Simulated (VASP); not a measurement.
Runs of VASP 6.6.1 on AlNi3. The structure is that of space group Fm-3m (No. 225), or close to it. The cells are those of the table. 

```tsv
potentials or basis	cell	k mesh	cutoff (eV)	smearing	gap on the mesh (eV)	pressure (GPa)
VASP PAW PBE potentials, release 64 (Al, Ni_sv_GW)	a = 3.962 Å, angles 60.0°, 4 atoms	1 × 1 × 1	690	gaussian 0.1 eV	none	10.5
VASP PAW PBE potentials, release 64 (Al, Ni)	a = 3.962 Å, angles 60.0°, 4 atoms	14 × 14 × 14	520	tetrahedron	none	7.0
VASP PAW PBE potentials, release 64 (Al, Ni)	a = 3.962 Å, angles 60.0°, 4 atoms	18 × 18 × 18	520	gaussian 0.1 eV	none	7.1
VASP PAW PBE potentials, release 64 (Al, Ni)	a = 3.962 Å, angles 60.0°, 4 atoms	14 × 14 × 14	520	methfessel-paxton 0.5 eV	none	6.7
VASP PAW PBE potentials, release 64 (Al, Ni)	a = 4.011 Å, angles 60.0°, 4 atoms	14 × 14 × 14	520	gaussian 0.1 eV	none	0.0
VASP PAW PBE potentials, release 64 (Al, Ni)	a = 3.962 Å, angles 60.0°, 4 atoms	14 × 14 × 14	520	methfessel-paxton 0.3 eV	none	(a)
VASP PAW PBE potentials, release 64 (Al, Ni)	a = 3.962 Å, angles 60.0°, 4 atoms	14 × 14 × 14	520	methfessel-paxton 0.1 eV	none	7.0
VASP PAW PBE potentials, release 64 (Al, Ni)	a = 3.962 Å, angles 60.0°, 4 atoms	14 × 14 × 14	520	methfessel-paxton 0.05 eV	none	7.1
```

Alike in all rows: task single point; level PBE; no spin polarisation.

**Question.** Fill in the values left out.

**Answer.** (a) 6.9.

Caveats: some runs use coarse meshes; the cell stands under pressure (at least some runs); so wide a smearing shifts energies and pressures (at least some runs); tetrahedron occupations give inexact forces and stress in metals (at least some runs).

A gap of «none» marks levels without a gap at the run's occupations.

The runs don't all hold the same shells in valence.
